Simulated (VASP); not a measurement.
# CsLiCr2Te2S3 (R32) in VASP: single point with BLYP

Aim: the single point of CsLiCr2Te2S3 with BLYP.

Program: VASP 6.6.1. These are calculated values, not measurements. Logs are shortened: lines on timing, memory, paths and dates and some standing lists are left out, and cuts for length are marked.

## Step 1: The cell of the first run

The structure is trigonal, space group R32 (No. 155). The conventional cell has a = 6.611 Å, b = 6.611 Å, c = 27.367 Å, α = 90.00°, β = 90.00°, γ = 120.00°. Within 5.4 Å of Cs (site symmetry 32) lie 6 Te at 4.04 Å and 6 S at 5.03 Å and 8 Cr at 5.34 to 5.38 Å. Within 3.2 Å of Li (site symmetry 32) lie 3 S at 2.39 Å. Cr (site symmetry 3) has 3 S at 2.25 Å and 1 Te at 2.47 Å within 3.0 Å. Within 3.3 Å of Te (site symmetry 3) lie 1 Cr at 2.47 Å. S (site symmetry 2) has 2 Cr at 2.25 Å and 1 Li at 2.39 Å within 3.0 Å.

## Step 2: Single point, BLYP, collinear spin, ferromagnetic start

INCAR reads:

```
PREC     = Accurate       # precision mode
ENCUT    = 520            # plane-wave cutoff, eV
EDIFF    = 1E-6           # SCF threshold, eV
ISMEAR   = -1             # smearing method
SIGMA    = 0.05           # smearing width, eV
LREAL    = F              # projectors in reciprocal space
LASPH    = T              # aspherical terms in the spheres
NELM     = 150            # most SCF steps
ALGO     = Normal         # electronic algorithm
ISIF     = 2              # what is computed and relaxed
LWAVE    = F              # write WAVECAR
LCHARG   = T              # write CHGCAR
ISPIN    = 2              # spin polarisation
MAGMOM   = 0 0 3 3 0 0 0 0 0 # initial moments
LORBIT   = 11             # projections on sites
LMAXMIX  = 4              # l up to which the mixer works
GGA      = B5             # functional
ALDAX    = 1.0          
AGGAX    = 1.0          
AGGAC    = 1.0          
ALDAC    = 0.0          
LELF     = T              # ELF
LVHAR    = T            
NBANDS   = 47             # bands
```

KPOINTS reads:

```
Automatic mesh
0
Gamma
  4 4 4
```

POSCAR reads:

```
CsLiCr2Te2S3
1.0
    3.3057352399      1.9085649207      9.1222929928
   -3.3057352399      1.9085649207      9.1222929928
    0.0000000000     -3.8171364712      9.1222916058
Cs Li Cr Te S
1 1 2 2 3
Direct
    0.0000000000      0.0000000000      0.0000000000
    0.5000000000      0.5000000000      0.5000000000
    0.8050524135      0.8050524135      0.8050524135
    0.1949475865      0.1949475865      0.1949475865
    0.7149745943      0.7149745943      0.7149745943
    0.2850254057      0.2850254057      0.2850254057
    0.1386341101      0.8613658899      0.5000000000
    0.5000000000      0.1386341101      0.8613658899
    0.8613658899      0.5000000000      0.1386341101
```

Potentials or basis: VASP PAW PBE potentials, release 64 (Cs_sv, Li_sv, Cr_pv, Te, S).

Command:

```bash
> cat potpaw_PBE.64/Cs_sv/POTCAR potpaw_PBE.64/Li_sv/POTCAR potpaw_PBE.64/Cr_pv/POTCAR potpaw_PBE.64/Te/POTCAR potpaw_PBE.64/S/POTCAR > POTCAR
> mpirun -np 1 vasp_std > vasp.out
```

OUTCAR:

```text
PREC = Accurate
   ENCUT = 520
   EDIFF = 1E-6
   ISMEAR = -1
   LREAL = F
   LASPH = T
   NELM = 150
   ISIF = 2
   ISPIN = 2
   LORBIT = 11
   GGA = B5

 ion  position               nearest neighbor table
   1  0.000  0.000  0.000-
   2  0.500  0.500  0.500-   7 2.39   8 2.39   9 2.39
   3  0.805  0.805  0.805-   7 2.25   8 2.25   9 2.25   5 2.47
   4  0.195  0.195  0.195-   7 2.25   9 2.25   8 2.25   6 2.47
   5  0.715  0.715  0.715-   3 2.47
   6  0.285  0.285  0.285-   4 2.47
   7  0.139  0.861  0.500-   3 2.25   4 2.25   2 2.39
   8  0.500  0.139  0.861-   3 2.25   4 2.25   2 2.39
   9  0.861  0.500  0.139-   4 2.25   3 2.25   2 2.39

  LATTYP: Found a trigonal (rhomboedric) cell.
 ALAT       =     9.8887175599
 COS(alpha) =     0.7764955445

  Lattice vectors:

 A1 = (   3.3057352399,   1.9085649207,   9.1222929928)
 A2 = (  -3.3057352399,   1.9085649207,   9.1222929928)
 A3 = (   0.0000000000,  -3.8171364712,   9.1222916058)

Analysis of symmetry for initial positions (statically):
=====================================================================
 Subroutine PRICEL returns:
 Original cell was already a primitive cell.

 Routine SETGRP: Setting up the symmetry group for a
 trigonal (rhombohedral) supercell.

 Subroutine GETGRP returns: Found  6 space group operations
 (whereof  6 operations were pure point group operations)
 out of a pool of 12 trial point group operations.

The static configuration has the point symmetry D_3 .

Analysis of symmetry for dynamics (positions and initial velocities):
=====================================================================
 Subroutine PRICEL returns:
 Original cell was already a primitive cell.

 Routine SETGRP: Setting up the symmetry group for a
 trigonal (rhombohedral) supercell.

 Subroutine GETGRP returns: Found  6 space group operations
 (whereof  6 operations were pure point group operations)
 out of a pool of 12 trial point group operations.

The dynamic configuration has the point symmetry D_3 .

Analysis of structural, dynamic, and magnetic symmetry:
=====================================================================
 Subroutine PRICEL returns:
 Original cell was already a primitive cell.

 Routine SETGRP: Setting up the symmetry group for a
 trigonal (rhombohedral) supercell.

 Subroutine GETGRP returns: Found  6 space group operations
 (whereof  6 operations were pure point group operations)
[... 147 lines left out ...]
  ---------------------------------------------------
  free energy    TOTEN  =       -41.65388448 eV

  energy without entropy =      -41.64396222  energy(sigma->0) =      -41.64892335

 E-fermi :   1.3186     XC(G=0):  -6.6608

 val. band max:        1.2973554824   @ k =   0.2500   0.2500   0.2500
 cond. band min:       1.3474192828   @ k =   0.5000   0.5000   0.5000
 fundamental gap:      0.0500638004
 Fermi energy:         1.3186085896

 spin component 1

 k-point     1 :       0.0000    0.0000    0.0000
  band No.  band energies     occupation
      1     -45.0879      1.00000
      2     -42.8350      1.00000
      3     -42.8350      1.00000
      4     -42.8327      1.00000
      5     -42.8327      1.00000
      6     -42.7219      1.00000
[... 613 lines left out ...]
     44       6.0520      0.00000
     45       6.0520      0.00000
 Fermi energy:         1.3186085896

 spin component 2

 k-point     1 :       0.0000    0.0000    0.0000
  band No.  band energies     occupation
      1     -45.0811      1.00000
      2     -40.8101      1.00000
      3     -40.8093      1.00000
      4     -40.5148      1.00000
      5     -40.5148      1.00000
      6     -40.5118      1.00000
[... 613 lines left out ...]
     44       6.0722      0.00000
     45       6.0722      0.00000
 [bands above 45 left out]

------------------------ aborting loop because EDIFF is reached ----------------------------------------

  FORCE on cell =-STRESS in cart. coord.  units (eV):
  Direction    XX          YY          ZZ          XY          YZ          ZX
  --------------------------------------------------------------------------------------
  -------------------------------------------------------------------------------------
  Total        0.0172873      0.0172873      0.1077126      0.0000000     -0.0000000      0.0000000
  in kB        0.0802062      0.0802062      0.4997424      0.0000000     -0.0000001      0.0000000
  external PRESSURE =       0.2200516 kB  Pullay stress =       0.0000000 kB

 VOLUME and BASIS-vectors are now :
 -----------------------------------------------------------------------------
  energy-cutoff  :      520.00
  volume of cell :      345.33
      direct lattice vectors                 reciprocal lattice vectors
     3.305735240  1.908564921  9.122292993     0.151252282  0.087325537  0.036540543
    -3.305735240  1.908564921  9.122292993    -0.151252282  0.087325537  0.036540543
     0.000000000 -3.817136471  9.122291606     0.000000000 -0.174651101  0.036540480

 POSITION                                       TOTAL-FORCE (eV/Angst)
 -----------------------------------------------------------------------------------
      0.00000      0.00000      0.00000        -0.000000      0.000000     -0.000000
      0.00000     -0.00000     13.68344        -0.000000      0.000000     -0.000000
      0.00000     -0.00001     22.03177         0.000000     -0.000000      0.014332
      0.00000     -0.00000      5.33511         0.000000      0.000000     -0.014332
      0.00000     -0.00000     19.56662         0.000000      0.000000     -0.015826
      0.00000     -0.00000      7.80026         0.000000     -0.000000      0.015826
     -2.38916     -0.00000     13.68344        -0.000303      0.000000     -0.000000
      1.19458     -2.06908     13.68344         0.000151     -0.000262     -0.000000
      1.19458      2.06907     13.68344         0.000151      0.000262      0.000000
 -----------------------------------------------------------------------------------
    total drift:                                0.000000      0.000000     -0.000000

  FREE ENERGIE OF THE ION-ELECTRON SYSTEM (eV)
  ---------------------------------------------------
  free  energy   TOTEN  =       -41.6538844829 eV

  energy  without entropy=      -41.6439622152  energy(sigma->0) =      -41.64892335

 total charge

# of ion       s       p       d       tot
------------------------------------------
    1        1.886   4.675   0.021   6.582
    2        2.018   0.049   0.000   2.067
    3        0.316   6.269   4.141  10.726
    4        0.316   6.269   4.141  10.726
    5        1.386   2.019   0.014   3.419
    6        1.386   2.019   0.014   3.419
    7        1.340   2.421   0.000   3.761
    8        1.340   2.421   0.000   3.761
    9        1.340   2.421   0.000   3.761
--------------------------------------------------
tot         11.329  28.561   8.331  48.221

 magnetization (x)

# of ion       s       p       d       tot
------------------------------------------
    1        0.000  -0.003  -0.000  -0.003
    2        0.002   0.002   0.000   0.004
    3        0.023   0.018   2.139   2.181
    4        0.023   0.018   2.139   2.181
    5       -0.003  -0.138   0.003  -0.138
    6       -0.003  -0.138   0.003  -0.138
    7       -0.003  -0.067   0.000  -0.070
    8       -0.003  -0.067   0.000  -0.070
    9       -0.003  -0.067   0.000  -0.070
--------------------------------------------------
tot          0.034  -0.441   4.283   3.877
```

stdout:

```text
POSCAR found type information on POSCAR CsLiCrTeS
 POSCAR found :  5 types and       9 ions
 scaLAPACK will be used
 -----------------------------------------------------------------------------
|                                                                             |
|                                                                             |
|     You enforced a specific xc type in the INCAR file but a different       |
|     I HOPE YOU KNOW WHAT YOU ARE DOING!                                     |
|                                                                             |
 -----------------------------------------------------------------------------

 LDA part: xc-table for (Slater(with rela. corr.)+VWN5), standard interpolation
 POSCAR, INCAR and KPOINTS ok, starting setup
 FFT: planning ... GRIDC
 FFT: planning ... GRID_SOFT
 FFT: planning ... GRID
 WAVECAR not read
 entering main loop
```

It took 22 min on 1 thread of Intel Xeon Platinum 8559C (Emerald Rapids), shared host; peak memory 1.6 GiB.

What came out:

- Free energy: -41.6539 eV
- Largest force: 0.016 eV/Å
- Band gap on the k mesh: zero (filled and empty bands overlap)
- Net moment: 4.00 μB per cell
- Site moments: Cs -0.00; Li +0.00; Cr +2.18; Te -0.14; S -0.07 μB
- Valence electrons inside the program's atomic spheres: Cs 6.58; Li 2.07; Cr 10.73; Te 3.42; S 3.76

Forces in eV/Å, atoms in the order of the input:
```
Cs   0.000  0.000  0.000
Li   0.000  0.000  0.000
Cr   0.000  0.000  0.014
Cr   0.000  0.000 -0.014
Te   0.000  0.000 -0.016
Te   0.000  0.000  0.016
S    0.000  0.000  0.000
S    0.000  0.000  0.000
S    0.000  0.000  0.000
```

Caveat: the cutoff is under 1.25 times the usual one of these potentials, so pressure, stress and relaxed cells hold a basis-set (Pulay) error; the PAW data sets were made with another functional, which shifts forces and pressure a little; spin-orbit coupling is left out, which moves the levels of the heavy elements; only a ferromagnetic start was run, and an antiferromagnetic order may lie lower in energy.
